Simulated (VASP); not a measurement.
# Zn (Im-3m) in VASP: notebook, part 2 of 2

VASP 6.6.1. Earlier steps stand in the parts before.

## (3) Single point, PBE

The input, INCAR:

```
PREC = Accurate
ENCUT = 520
EDIFF = 1E-7
ISMEAR = 0
SIGMA = 0.014
LREAL = F
LASPH = T
NELM = 100
ALGO = Normal
ISIF = 2
LWAVE = F
LCHARG = F
GGA = PE
NBANDS = 12
```

The input, KPOINTS:

```
Automatic mesh
0
Gamma
  12 12 12
```

The input, POSCAR:

```
Zn
1.0
   -1.5690370000      1.5690370000      1.5690370000
    1.5690370000     -1.5690370000      1.5690370000
    1.5690370000      1.5690370000     -1.5690370000
Zn
1
Direct
    0.0000000000      0.0000000000      0.0000000000
```

Potentials or basis: VASP PAW PBE potentials, release 64 (Zn).

Started as:

```sh
$ cat potpaw_PBE.64/Zn/POTCAR > POTCAR
$ mpirun -np 1 vasp_std > vasp.out
```

OUTCAR:

```text
PREC = Accurate
   ENCUT = 520
   EDIFF = 1E-7
   ISMEAR = 0
   LREAL = F
   LASPH = T
   NELM = 100
   ISIF = 2
   GGA = PE

 ion  position               nearest neighbor table
   1  0.000  0.000  0.000-

  LATTYP: Found a body centered cubic cell.
 ALAT       =     3.1380740000

  Lattice vectors:

 A1 = (  -1.5690370000,   1.5690370000,   1.5690370000)
 A2 = (   1.5690370000,  -1.5690370000,   1.5690370000)
 A3 = (   1.5690370000,   1.5690370000,  -1.5690370000)

Analysis of symmetry for initial positions (statically):
=====================================================================
 Subroutine PRICEL returns:
 Original cell was already a primitive cell.

 Routine SETGRP: Setting up the symmetry group for a
 body centered cubic supercell.

 Subroutine GETGRP returns: Found 48 space group operations
 (whereof 48 operations were pure point group operations)
 out of a pool of 48 trial point group operations.

The static configuration has the point symmetry O_h .

Analysis of symmetry for dynamics (positions and initial velocities):
=====================================================================
 Subroutine PRICEL returns:
 Original cell was already a primitive cell.

 Routine SETGRP: Setting up the symmetry group for a
 body centered cubic supercell.

 Subroutine GETGRP returns: Found 48 space group operations
 (whereof 48 operations were pure point group operations)
 out of a pool of 48 trial point group operations.

The dynamic configuration has the point symmetry O_h .

 Subroutine INISYM returns: Found 48 space group operations
 (whereof 48 operations are pure point group operations),
 and found     1 'primitive' translations

----------------------------------------------------------------------------------------

                                     Primitive cell

  volume of cell :      15.4511

[... 106 lines left out ...]
     AMIX_MAG =   1.60;   BMIX_MAG =  1.00
  volume/ion in A,a.u.               =      15.45       104.27
  Fermi-wavevector in a.u.,A,eV,Ry     =   1.504811  2.843681 30.809811  2.264457
  Thomas-Fermi vector in A             =   2.615742
   LORBIT       =      0    0 simple, 1 ext, 2 COOP (PROOUT), +10 PAW based schemes
   GGA     = PE    functional components
   LHFCALC =     F    Hartree Fock is set to
   AEXX    =    0.0000 exact exchange contribution
   IVDW    =     0    specifies the selected vdW correction
   LEPSILON=     F    determine dielectric tensor
   LRPA    =     F    only Hartree local field effects (RPA)
 non-spin polarized calculation
 Gauss-broadening in eV      SIGMA  =   0.01
  energy-cutoff  :      520.00
  volume of cell :       15.45
 maximum number of plane-waves:       430
   NGX = 11   NGY = 11   NGZ = 11

 number of electron      12.0000023 magnetization

 Free energy of the ion-electron system (eV)
  ---------------------------------------------------
  ext. energy  EPLUGINS =         0.00000000
  ---------------------------------------------------
  free energy    TOTEN  =        -1.01619248 eV

  energy without entropy =       -1.01598790  energy(sigma->0) =       -1.01609019

 E-fermi :   3.0296     XC(G=0): -11.4832

 val. band max:        3.0258999924   @ k =   0.4167   0.0833   0.0000
 cond. band min:       3.1250288807   @ k =   0.3333   0.2500   0.0833
 fundamental gap:      0.0991288883
 Fermi energy:         3.0296033492

 k-point     1 :       0.0000    0.0000    0.0000
  band No.  band energies     occupation
      1      -7.2484      2.00000
      2      -4.6676      2.00000
      3      -4.6676      2.00000
      4      -4.6676      2.00000
      5      -4.1710      2.00000
      6      -4.1710      2.00000
      7      22.0504      0.00000
      8      22.0504      0.00000
      9      22.0504      0.00000
     10      23.8004      0.00000
     11      23.8004      0.00000
     12      23.8004      0.00000
[... 331 lines left out ...]
 k-point    24 :       0.4167    0.0833    0.0833
  band No.  band energies     occupation
      1      -5.1752      2.00000
      2      -4.9616      2.00000
      3      -4.1808      2.00000
      4      -4.1373      2.00000
      5      -4.0704      2.00000
      6       1.1247      2.00000
      7       2.3729      2.00000
      8      11.6001      0.00000
      9      12.3104      0.00000
     10      22.5300      0.00000
     11      23.3174      0.00000
     12      31.2151      0.00000

 [... further k-points ...]
[... 5 lines left out ...]
  --------------------------------------------------------------------------------------
  -------------------------------------------------------------------------------------
  Total        0.0056467      0.0056467      0.0056467      0.0000000      0.0000000     -0.0000000
  in kB        0.5855215      0.5855215      0.5855215      0.0000000      0.0000000     -0.0000000
  external PRESSURE =       0.5855215 kB  Pullay stress =       0.0000000 kB

 VOLUME and BASIS-vectors are now :
 -----------------------------------------------------------------------------
  energy-cutoff  :      520.00
  volume of cell :       15.45
      direct lattice vectors                 reciprocal lattice vectors
    -1.569037000  1.569037000  1.569037000     0.000000000  0.318666800  0.318666800
     1.569037000 -1.569037000  1.569037000     0.318666800  0.000000000  0.318666800
     1.569037000  1.569037000 -1.569037000     0.318666800  0.318666800  0.000000000

 POSITION                                       TOTAL-FORCE (eV/Angst)
 -----------------------------------------------------------------------------------
      0.00000      0.00000      0.00000         0.000000     -0.000000     -0.000000
 -----------------------------------------------------------------------------------
    total drift:                                0.000000     -0.000000      0.000000

  FREE ENERGIE OF THE ION-ELECTRON SYSTEM (eV)
  ---------------------------------------------------
  free  energy   TOTEN  =        -1.0161924751 eV

  energy  without entropy=       -1.0159878958  energy(sigma->0) =       -1.01609019
```

OSZICAR:

```text
N       E                     dE             d eps       ncg     rms          rms(c)
DAV:   1     0.413595120205E+02    0.41360E+02   -0.64937E+03  1784   0.158E+03
DAV:   2     0.122616321381E+00   -0.41237E+02   -0.38413E+02  1820   0.210E+02
DAV:   3    -0.110656711504E+01   -0.12292E+01   -0.12276E+01  2008   0.360E+01
DAV:   4    -0.110922092219E+01   -0.26538E-02   -0.26537E-02  1960   0.165E+00
DAV:   5    -0.110922315225E+01   -0.22301E-05   -0.22297E-05  1948   0.459E-02    0.272E+00
DAV:   6    -0.102293819484E+01    0.86285E-01   -0.45107E-01  1968   0.135E+01    0.209E+00
DAV:   7    -0.101829741756E+01    0.46408E-02   -0.81825E-03  1852   0.174E+00    0.106E+00
DAV:   8    -0.101618355643E+01    0.21139E-02   -0.11342E-03  2132   0.480E-01    0.392E-02
DAV:   9    -0.101619236663E+01   -0.88102E-05   -0.77288E-05  2368   0.116E-01    0.205E-02
DAV:  10    -0.101619267541E+01   -0.30878E-06   -0.46202E-06  1856   0.338E-02    0.132E-03
DAV:  11    -0.101619256483E+01    0.11058E-06   -0.65569E-08  1368   0.464E-03    0.510E-04
DAV:  12    -0.101619247514E+01    0.89692E-07   -0.12058E-08  1008   0.116E-03
   1 F= -.10161925E+01 E0= -.10160902E+01  d E =-.204579E-03
```

Wall time 5.1 s (1 thread of Intel Xeon 6975P-C (Granite Rapids), shared host); peak memory 0.12 GiB.

What came out:

```
Free energy            : -1.0162 eV
Pressure               : 0.1 GPa
Band gap on the k mesh : zero (band 6 reaches 7.27 eV, above the bottom of band 7 at 2.09 eV)
```

## (4) Single point, PBE

The input, INCAR:

```
SYSTEM = Zn
PREC = Accurate ; ENCUT = 520
EDIFF = 1E-6 ; ISMEAR = 0
SIGMA = 0.015 ; LREAL = .False.
LASPH = .True. ; NELM = 100
ALGO = Normal ; ISIF = 2
LWAVE = .False. ; LCHARG = .False.
GGA = PE ; NBANDS = 12
```

The input, KPOINTS:

```
Automatic mesh
0
Gamma
  12 12 12
  0 0 0
```

POSCAR is that of step 3.

Started as:

```sh
$ cat potpaw_PBE.64/Zn/POTCAR > POTCAR
$ mpirun -np 1 vasp_std > vasp.out
```

It took 4.7 s on 1 thread of Intel Xeon 6975P-C (Granite Rapids), shared host; peak memory 0.12 GiB.

The run converged. Its results:

```
Free energy            : -1.0162 eV
Pressure               : 0.1 GPa
Band gap on the k mesh : zero (band 6 reaches 7.27 eV, above the bottom of band 7 at 2.09 eV)
```

Levels at points of the mesh, in eV from the Fermi level:
```
           k point  band 4  band 5  band 6  band 7  band 8  band 9
(0.00, 0.00, 0.00)   -7.70   -7.20   -7.20   19.02   19.02   19.02
(0.50, 0.00, 0.00)   -7.17   -6.87   -2.59   -0.94   11.33   12.72
(0.50, 0.50, 0.50)   -6.95   -6.95    4.24    4.24    4.24    7.50
```

## (5) Single point, PBE

The input, INCAR:

```
ALGO = Normal ; EDIFF = 1E-7
ENCUT = 520 ; GGA = PE
ISIF = 2 ; ISMEAR = 0
LASPH = True ; LCHARG = False
LREAL = False ; LWAVE = False
NBANDS = 12 ; NELM = 80
PREC = Accurate ; SIGMA = 0.016
```

The input, KPOINTS:

```
k-points
0
Gamma
  12 12 12
```

POSCAR is that of step 4.

Potentials or basis: VASP PAW PBE potentials, release 64 (Zn).

Started as:

```sh
$ cat potpaw_PBE.64/Zn/POTCAR > POTCAR
$ mpirun -np 1 vasp_std > vasp.out
```

OUTCAR:

```text
EDIFF = 1E-7
   ENCUT = 520
   GGA = PE
   ISIF = 2
   ISMEAR = 0
   LASPH = True
   LREAL = False
   NELM = 80
   PREC = Accurate

 ion  position               nearest neighbor table
   1  0.000  0.000  0.000-

  LATTYP: Found a body centered cubic cell.
 ALAT       =     3.1380740000

  Lattice vectors:

 A1 = (  -1.5690370000,   1.5690370000,   1.5690370000)
 A2 = (   1.5690370000,  -1.5690370000,   1.5690370000)
 A3 = (   1.5690370000,   1.5690370000,  -1.5690370000)

Analysis of symmetry for initial positions (statically):
=====================================================================
 Subroutine PRICEL returns:
 Original cell was already a primitive cell.

 Routine SETGRP: Setting up the symmetry group for a
 body centered cubic supercell.

 Subroutine GETGRP returns: Found 48 space group operations
 (whereof 48 operations were pure point group operations)
 out of a pool of 48 trial point group operations.

The static configuration has the point symmetry O_h .

Analysis of symmetry for dynamics (positions and initial velocities):
[... 159 lines left out ...]
 val. band max:        3.0258999908   @ k =   0.4167   0.0833   0.0000
 cond. band min:       3.1250288799   @ k =   0.3333   0.2500   0.0833
 fundamental gap:      0.0991288892
 Fermi energy:         3.0301324281

 k-point     1 :       0.0000    0.0000    0.0000
  band No.  band energies     occupation
      1      -7.2484      2.00000
      2      -4.6676      2.00000
      3      -4.6676      2.00000
      4      -4.6676      2.00000
      5      -4.1710      2.00000
      6      -4.1710      2.00000
      7      22.0504      0.00000
      8      22.0504      0.00000
      9      22.0504      0.00000
     10      23.8004      0.00000
     11      23.8004      0.00000
     12      23.8004      0.00000
[... 331 lines left out ...]
 k-point    24 :       0.4167    0.0833    0.0833
  band No.  band energies     occupation
      1      -5.1752      2.00000
      2      -4.9616      2.00000
      3      -4.1808      2.00000
      4      -4.1373      2.00000
      5      -4.0704      2.00000
      6       1.1247      2.00000
      7       2.3729      2.00000
      8      11.6001      0.00000
      9      12.3104      0.00000
     10      22.5300      0.00000
     11      23.3174      0.00000
     12      31.2151      0.00000

 [... further k-points ...]
[... 5 lines left out ...]
  --------------------------------------------------------------------------------------
  -------------------------------------------------------------------------------------
  Total        0.0056468      0.0056468      0.0056468      0.0000000      0.0000000     -0.0000000
  in kB        0.5855404      0.5855404      0.5855404      0.0000000      0.0000000     -0.0000000
  external PRESSURE =       0.5855404 kB  Pullay stress =       0.0000000 kB

 VOLUME and BASIS-vectors are now :
 -----------------------------------------------------------------------------
  energy-cutoff  :      520.00
  volume of cell :       15.45
      direct lattice vectors                 reciprocal lattice vectors
    -1.569037000  1.569037000  1.569037000     0.000000000  0.318666800  0.318666800
     1.569037000 -1.569037000  1.569037000     0.318666800  0.000000000  0.318666800
     1.569037000  1.569037000 -1.569037000     0.318666800  0.318666800  0.000000000

 POSITION                                       TOTAL-FORCE (eV/Angst)
 -----------------------------------------------------------------------------------
      0.00000      0.00000      0.00000        -0.000000      0.000000     -0.000000
 -----------------------------------------------------------------------------------
    total drift:                                0.000000     -0.000000      0.000000

  FREE ENERGIE OF THE ION-ELECTRON SYSTEM (eV)
  ---------------------------------------------------
  free  energy   TOTEN  =        -1.0162217008 eV

  energy  without entropy=       -1.0159878932  energy(sigma->0) =       -1.01610480
```

stdout:

```text
POSCAR found type information on POSCAR Zn
 POSCAR found :  1 types and       1 ions
 scaLAPACK will be used
 LDA part: xc-table for (Slater+PW92), standard interpolation
 POSCAR, INCAR and KPOINTS ok, starting setup
 FFT: planning ... GRIDC
 FFT: planning ... GRID_SOFT
 FFT: planning ... GRID
 WAVECAR not read
 entering main loop
```

Run time: 4.7 s. Hardware: 1 thread of Intel Xeon 6975P-C (Granite Rapids), shared host; peak memory 0.12 GiB.

What came out:

```yaml
Free_energy: -1.0162 eV
Pressure: 0.1 GPa
Band_gap_on_the_k_mesh: zero (band 6 reaches 7.27 eV, above the bottom of band 7 at 2.09 eV)
```

## (6) Summary

```csv
smearing,gap on the mesh (eV),pressure (GPa)
gaussian 0.013 eV,none,0.1
gaussian 0.014 eV,none,0.1
gaussian 0.015 eV,none,0.1
gaussian 0.016 eV,none,0.1
```

Alike in all rows: task single point; level PBE; potentials or basis VASP PAW PBE potentials, release 64 (Zn); no spin polarisation; cell as given; k mesh 12 × 12 × 12; cutoff (eV) 520.

Every run on the cell as given and a fine mesh finds a metal.

Absolute energies hang on the potentials; compare differences alone.
